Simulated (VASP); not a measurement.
# Ge2Sb (P6/mmm) in VASP: further runs

The runs below take Ge2Sb through single point, relaxation of cell and atoms, with PBE.

Program: VASP 6.6.1. These are calculated values, not measurements. Logs are shortened: lines on timing, memory, paths and dates and some standing lists are left out, and cuts for length are marked.

## (1) The cell of the first run

It takes space group P6/mmm (No. 191, hexagonal). The conventional cell has a = 3.081 Å, b = 3.081 Å, c = 8.464 Å, α = 90.00°, β = 90.00°, γ = 120.00°. Ge (site symmetry 6mm) has 7 Ge at 2.68 to 3.08 Å and 1 Sb at 2.89 Å within 3.5 Å. Within 3.8 Å of Sb (site symmetry 6/mmm) lie 2 Ge at 2.89 Å and 6 Sb at 3.08 Å.

## (2) Single point, PBE

File INCAR:

```
PREC = Accurate
ENCUT = 520
EDIFF = 1E-7
ISMEAR = 0
SIGMA = 0.1
LREAL = F
LASPH = T
NELM = 100
ALGO = Normal
ISIF = 2
LWAVE = F
LCHARG = T
GGA = PE
LELF = T
LVHAR = T
NBANDS = 24
```

File KPOINTS:

```
regular mesh
0
Gamma
  18 18 6
```

File POSCAR:

```
Ge2Sb
1.0
    3.0808469730      0.0000000000      0.0000000000
   -1.5404234865      2.6680917438      0.0000000000
    0.0000000000      0.0000000000      8.4639890870
Ge Sb
2 1
Direct
    0.0000000000      0.0000000000      0.6581296366
    0.0000000000      0.0000000000      0.3418703634
    0.0000000000      0.0000000000      0.0000000000
```

Potentials or basis: VASP PAW PBE potentials, release 64 (Ge_d, Sb).

On the command line:

```bash
$ cat potpaw_PBE.64/Ge_d/POTCAR potpaw_PBE.64/Sb/POTCAR > POTCAR
$ mpirun -np 1 vasp_std > vasp.out
```

OUTCAR:

```text
PREC = Accurate
   ENCUT = 520
   EDIFF = 1E-7
   ISMEAR = 0
   LREAL = F
   LASPH = T
   NELM = 100
   ISIF = 2
   GGA = PE

 ion  position               nearest neighbor table
   1  0.000  0.000  0.658-   2 2.68   3 2.89
   2  0.000  0.000  0.342-   1 2.68   3 2.89
   3  0.000  0.000  0.000-   1 2.89   2 2.89

  LATTYP: Found a hexagonal cell.
 ALAT       =     3.0808469730
 C/A-ratio  =     2.7472929234

  Lattice vectors:

 A1 = (   3.0808469730,   0.0000000000,   0.0000000000)
 A2 = (  -1.5404234865,   2.6680917438,   0.0000000000)
 A3 = (   0.0000000000,   0.0000000000,   8.4639890870)

Analysis of symmetry for initial positions (statically):
=====================================================================
 Subroutine PRICEL returns:
 Original cell was already a primitive cell.

 Routine SETGRP: Setting up the symmetry group for a
 hexagonal supercell.

 Subroutine GETGRP returns: Found 24 space group operations
 (whereof 24 operations were pure point group operations)
 out of a pool of 24 trial point group operations.

The static configuration has the point symmetry D_6h.

Analysis of symmetry for dynamics (positions and initial velocities):
=====================================================================
 Subroutine PRICEL returns:
 Original cell was already a primitive cell.

 Routine SETGRP: Setting up the symmetry group for a
 hexagonal supercell.

 Subroutine GETGRP returns: Found 24 space group operations
 (whereof 24 operations were pure point group operations)
 out of a pool of 24 trial point group operations.

The dynamic configuration has the point symmetry D_6h.

 Subroutine INISYM returns: Found 24 space group operations
 (whereof 24 operations are pure point group operations),
 and found     1 'primitive' translations

----------------------------------------------------------------------------------------

                                     Primitive cell

  volume of cell :      69.5738

  direct lattice vectors                    reciprocal lattice vectors
     3.080846973  0.000000000  0.000000000     0.324586066  0.187399853  0.000000000
    -1.540423486  2.668091744  0.000000000     0.000000000  0.374799706  0.000000000
     0.000000000  0.000000000  8.463989087     0.000000000  0.000000000  0.118147600

  length of vectors
     3.080846973  3.080846973  8.463989087     0.374799706  0.374799706  0.118147600

  position of ions in fractional coordinates (direct lattice)
     0.000000000  0.000000000  0.658129637
     0.000000000  0.000000000  0.341870363
     0.000000000  0.000000000  0.000000000

  ion indices of the primitive-cell ions
   primitive index   ion index
                 1           1
                 2           2
                 3           3

----------------------------------------------------------------------------------------

 KPOINTS: regular mesh

Automatic generation of k-mesh.
 Grid dimensions read from file:
 generate k-points for:   18   18    6

 Generating k-lattice:

  Cartesian coordinates                     Fractional coordinates (reciprocal lattice)
     0.018032559  0.010411103  0.000000000     0.055555556  0.000000000  0.000000000
     0.000000000  0.020822206  0.000000000     0.000000000  0.055555556  0.000000000
     0.000000000  0.000000000  0.019691267     0.000000000  0.000000000  0.166666667

  Length of vectors
     0.020822206  0.020822206  0.019691267

  Shift w.r.t. Gamma in fractional coordinates (k-lattice)
     0.000000000  0.000000000  0.000000000

 Subroutine IBZKPT returns following result:
 ===========================================

 Found    148 irreducible k-points:

 Following reciprocal coordinates:
            Coordinates               Weight
  0.000000  0.000000  0.000000      1.000000
  0.055556  0.000000  0.000000      6.000000
  0.111111  0.000000  0.000000      6.000000
  0.166667 -0.000000  0.000000      6.000000
  0.222222  0.000000  0.000000      6.000000
  0.277778  0.000000  0.000000      6.000000
[... 16 lines left out ...]
  0.333333  0.111111  0.000000     12.000000
  0.388889  0.111111  0.000000     12.000000
 [... further k-points ...]
   k-points           NKPTS =    148   k-points in BZ     NKDIM =    148   number of bands    NBANDS=     24
   number of dos      NEDOS =    301   number of ions     NIONS =      3
   total plane-waves  NPLWV =  36864
   dimension x,y,z NGX =    24 NGY =   24 NGZ =   64
   dimension x,y,z NGXF=    48 NGYF=   48 NGZF=  128
   ions per type =               2   1
   NGX,Y,Z   is equivalent  to a cutoff of  12.95, 12.95, 12.57 a.u.
   NGXF,Y,Z  is equivalent  to a cutoff of  25.90, 25.90, 25.14 a.u.
 SYSTEM =  unknown system
   PREC   = accura    normal or accurate (medium, high low for compatibility)
   ISTART =      0    job   : 0-new  1-cont  2-samecut
   ICHARG =      2    charge: 1-file 2-atom 10-const
   ISPIN  =      1    spin polarized calculation?
   LNONCOLLINEAR =      F non collinear calculations
   LSORBIT =      F    spin-orbit coupling
   LASPH  =      T    aspherical Exc in radial PAW
   ENCUT  =  520.0 eV  38.22 Ry    6.18 a.u.   5.73  5.73 15.74*2*pi/ulx,y,z
   NELM   =    100;   NELMIN=  2; NELMDL= -5     # of ELM steps
   EDIFF  = 0.1E-06   stopping-criterion for ELM
   LREAL  =      F    real-space projection
   EDIFFG = 0.1E-05   stopping-criterion for IOM
   NSW    =      0    number of steps for IOM
   IBRION =     -1    ionic relax: 0-MD 1-quasi-New 2-CG
   NFREE  =      0    steps in history (QN), initial steepest desc. (CG)
   ISIF   =      2    stress and relaxation
   ISYM   =      2    0-nonsym 1-usesym 2-fastsym
   POTIM  = 0.5000    time-step for ionic-motion
   TEBEG  =    0.0;   TEEND  =   0.0 temperature during run
   PSTRESS=    0.0 pullay stress
   NELECT =      33.0000    total number of electrons
   NUPDOWN=      -1.0000    fix difference up-down
   EMIN   =  10.00;   EMAX   =-10.00  energy-range for DOS
   EFERMI =   0.00;   METHOD = LEGACY
   ISMEAR =     0;   SIGMA  =   0.10  broadening in eV -4-tet -1-fermi 0-gaus
   EFERMI_NEDOS =   21; number of points for ismear=-14 and -15
   IALGO  =     38    algorithm
   IMIX   =      4    mixing-type and parameters
     AMIX     =   0.40;   BMIX     =  1.00
     AMIX_MAG =   1.60;   BMIX_MAG =  1.00
  volume/ion in A,a.u.               =      23.19       156.50
  Fermi-wavevector in a.u.,A,eV,Ry     =   1.276725  2.412661 22.177872  1.630028
  Thomas-Fermi vector in A             =   2.409365
   LORBIT       =      0    0 simple, 1 ext, 2 COOP (PROOUT), +10 PAW based schemes
   GGA     = PE    functional components
   LHFCALC =     F    Hartree Fock is set to
   AEXX    =    0.0000 exact exchange contribution
   IVDW    =     0    specifies the selected vdW correction
   LEPSILON=     F    determine dielectric tensor
   LRPA    =     F    only Hartree local field effects (RPA)
 non-spin polarized calculation
 Gauss-broadening in eV      SIGMA  =   0.10
  energy-cutoff  :      520.00
  volume of cell :       69.57
 maximum number of plane-waves:      1888
 NGX is ok and might be reduce to    24
   NGX = 11   NGY = 11   NGZ = 31

 number of electron      32.9999982 magnetization

 Free energy of the ion-electron system (eV)
  ---------------------------------------------------
  ext. energy  EPLUGINS =         0.00000000
  ---------------------------------------------------
  free energy    TOTEN  =       -12.25149371 eV

  energy without entropy =      -12.24431869  energy(sigma->0) =      -12.24790620

 E-fermi :   6.5671     XC(G=0): -10.4379

 val. band max:        6.5615523165   @ k =   0.2778   0.1667   0.1667
 cond. band min:       6.5785011417   @ k =   0.3333   0.1111   0.0000
 fundamental gap:      0.0169488252
 Fermi energy:         6.5671145459

 k-point     1 :       0.0000    0.0000    0.0000
  band No.  band energies     occupation
      1     -18.1015      2.00000
      2     -18.0486      2.00000
      3     -18.0486      2.00000
      4     -18.0435      2.00000
      5     -18.0435      2.00000
      6     -18.0130      2.00000
[... 16 lines left out ...]
     23      15.5217      0.00000
     24      17.9374      0.00000

 k-point     2 :       0.0556    0.0000    0.0000
  band No.  band energies     occupation
      1     -18.1005      2.00000
      2     -18.0488      2.00000
      3     -18.0466      2.00000
      4     -18.0437      2.00000
      5     -18.0416      2.00000
      6     -18.0141      2.00000
[... 16 lines left out ...]
     23      15.7058      0.00000
     24      16.8969      0.00000

 k-point     3 :       0.1111    0.0000    0.0000
  band No.  band energies     occupation
      1     -18.0976      2.00000
      2     -18.0495      2.00000
      3     -18.0447      2.00000
      4     -18.0409      2.00000
      5     -18.0361      2.00000
      6     -18.0173      2.00000
[... 16 lines left out ...]
     23      15.6890      0.00000
     24      16.3677      0.00000

 k-point     4 :       0.1667   -0.0000    0.0000
  band No.  band energies     occupation
      1     -18.0938      2.00000
      2     -18.0500      2.00000
      3     -18.0465      2.00000
      4     -18.0323      2.00000
      5     -18.0276      2.00000
      6     -18.0223      2.00000
[... 16 lines left out ...]
     23      15.1045      0.00000
     24      16.5150      0.00000

 k-point     5 :       0.2222    0.0000    0.0000
  band No.  band energies     occupation
      1     -18.0902      2.00000
      2     -18.0495      2.00000
      3     -18.0491      2.00000
      4     -18.0283      2.00000
      5     -18.0217      2.00000
      6     -18.0173      2.00000
[... 451 lines left out ...]
 k-point    22 :       0.2778    0.1111    0.0000
  band No.  band energies     occupation
      1     -18.0821      2.00000
      2     -18.0492      2.00000
      3     -18.0452      2.00000
      4     -18.0404      2.00000
      5     -18.0215      2.00000
      6     -18.0002      2.00000
[... 16 lines left out ...]
     23      14.2543      0.00000
     24      14.4280      0.00000

 k-point    23 :       0.3333    0.1111    0.0000
  band No.  band energies     occupation
      1     -18.0818      2.00000
      2     -18.0510      2.00000
      3     -18.0446      2.00000
      4     -18.0410      2.00000
      5     -18.0229      2.00000
      6     -17.9997      2.00000
[... 16 lines left out ...]
     23      13.1942      0.00000
     24      14.8911      0.00000

 k-point    24 :       0.3889    0.1111    0.0000
  band No.  band energies     occupation
      1     -18.0821      2.00000
      2     -18.0522      2.00000
      3     -18.0473      2.00000
      4     -18.0377      2.00000
      5     -18.0238      2.00000
      6     -18.0018      2.00000
[... 16 lines left out ...]
     23      12.4190      0.00000
     24      15.2674      0.00000

 [... further k-points ...]

------------------------ aborting loop because EDIFF is reached ----------------------------------------

  FORCE on cell =-STRESS in cart. coord.  units (eV):
  Direction    XX          YY          ZZ          XY          YZ          ZX
  --------------------------------------------------------------------------------------
  -------------------------------------------------------------------------------------
  Total       -0.0007973     -0.0007973      0.0050146      0.0000000      0.0000000      0.0000000
  in kB       -0.0183602     -0.0183602      0.1154783      0.0000000      0.0000000      0.0000000
  external PRESSURE =       0.0262526 kB  Pullay stress =       0.0000000 kB

 VOLUME and BASIS-vectors are now :
 -----------------------------------------------------------------------------
  energy-cutoff  :      520.00
  volume of cell :       69.57
      direct lattice vectors                 reciprocal lattice vectors
     3.080846973  0.000000000  0.000000000     0.324586066  0.187399853  0.000000000
    -1.540423486  2.668091744  0.000000000     0.000000000  0.374799706  0.000000000
     0.000000000  0.000000000  8.463989087     0.000000000  0.000000000  0.118147600

 POSITION                                       TOTAL-FORCE (eV/Angst)
 -----------------------------------------------------------------------------------
      0.00000      0.00000      5.57040         0.000000     -0.000000      0.000439
      0.00000      0.00000      2.89359         0.000000      0.000000     -0.000439
      0.00000      0.00000      0.00000        -0.000000     -0.000000      0.000000
 -----------------------------------------------------------------------------------
    total drift:                                0.000000     -0.000000      0.000000

  FREE ENERGIE OF THE ION-ELECTRON SYSTEM (eV)
  ---------------------------------------------------
  free  energy   TOTEN  =       -12.2514937094 eV

  energy  without entropy=      -12.2443186882  energy(sigma->0) =      -12.24790620
```

Run time: 70 s. Hardware: 1 thread of Intel Xeon 6975P-C (Granite Rapids), shared host; peak memory 0.35 GiB.

What came out:

| Property | Result |
| --- | --- |
| Free energy | -12.2515 eV |
| Pressure | 0.0 GPa |

Caveat: spin-orbit coupling is left out, which moves the levels of the heavy elements.

## (3) Relaxation of cell and atoms, PBE

File INCAR:

```
PREC = Accurate
ENCUT = 600
EDIFF = 1E-7
ISMEAR = 0
SIGMA = 0.1
LREAL = F
LASPH = T
NELM = 100
ALGO = Normal
ISIF = 3
LWAVE = F
LCHARG = F
GGA = PE
IBRION = 2
NSW = 100
EDIFFG = -0.01
```

File KPOINTS:

```
Automatic mesh
0
Gamma
  18 18 6
```

File POSCAR:

```
Ge2Sb
1.0
    3.0819367572      0.0000000000      0.0000000000
   -1.5409683786      2.6690355246      0.0000000000
    0.0000000000      0.0000000000      8.4422775674
Ge Sb
2 1
Direct
    0.0000000000      0.0000000000      0.6640647297
    0.0000000000      0.0000000000      0.3359352703
    0.0000000000      0.0000000000      0.0000000000
```

Potentials or basis: VASP PAW PBE potentials, release 64 (Ge_d, Sb).

On the command line:

```bash
$ cat potpaw_PBE.64/Ge_d/POTCAR potpaw_PBE.64/Sb/POTCAR > POTCAR
$ mpirun -np 1 vasp_std > vasp.out
```

It took 7.8 min on 1 thread of Intel Xeon 6975P-C (Granite Rapids), shared host; peak memory 0.4 GiB.

Results (log left out):

```
Free energy                            : -12.2516 eV
Relaxed volume                         : 23.19 Å³/atom
Relaxed cell                           : a = 3.080 Å, b = 3.080 Å, c = 8.465 Å, α = 90.00°, β = 90.00°, γ = 120.00°
Space group after relaxing (to 0.05 Å) : P6/mmm (No. 191)
Energy gained by relaxing              : 5.4 meV/atom
Ionic steps                            : 7
Pressure after relaxing                : 0.0 GPa
Largest force after relaxing           : 0.009 eV/Å
```

Forces in eV/Å, atoms in the order of the input:
```
Ge   0.000  0.000  0.009
Ge   0.000  0.000 -0.009
Sb   0.000  0.000  0.000
```

Step by step:
| step | energy change (eV) | largest force (eV/Å) | pressure (GPa) | volume (Å³) |
| --- | --- | --- | --- | --- |
| 1 | 0.0000 | 0.3057 | 0.39 | 69.44 |
| 2 | -0.0087 | 0.1841 | -0.19 | 70.01 |
| 3 | -0.0100 | 0.1220 | -0.49 | 70.35 |
| 4 | -0.0143 | 0.0730 | -0.11 | 69.79 |
| 5 | -0.0156 | 0.0147 | 0.26 | 69.33 |
| 6 | -0.0163 | 0.0181 | -0.06 | 69.65 |
| 7 | -0.0163 | 0.0093 | 0.03 | 69.57 |

Final structure:
```
Ge Sb
1.0
     3.08044    0.00000    0.00000
    -1.54022    2.66774    0.00000
     0.00000    0.00000    8.46544
Ge Sb
2 1
Direct
  0.00000 0.00000 0.65798
  0.00000 0.00000 0.34202
  0.00000 0.00000 0.00000
```

Levels at points of the mesh, in eV from the Fermi level:
```tsv
k point	band 13	band 14	band 15	band 16	band 17	band 18	band 19	band 20
(0.00, 0.00, 0.00)	-9.87	-3.34	-2.79	5.71	6.12	6.12	7.68	7.68
(0.50, 0.00, 0.00)	-6.15	-5.80	-3.75	-2.74	0.26	0.49	2.56	4.13
(0.00, 0.00, 0.50)	-8.86	-5.61	1.07	2.01	6.56	6.56	6.64	6.64
(0.50, 0.00, 0.50)	-5.72	-4.83	-4.20	-2.39	-2.15	2.74	3.06	3.54
```

Caveat: the bands computed are all filled at some k points, so no gap is given; spin-orbit coupling is left out, which moves the levels of the heavy elements.
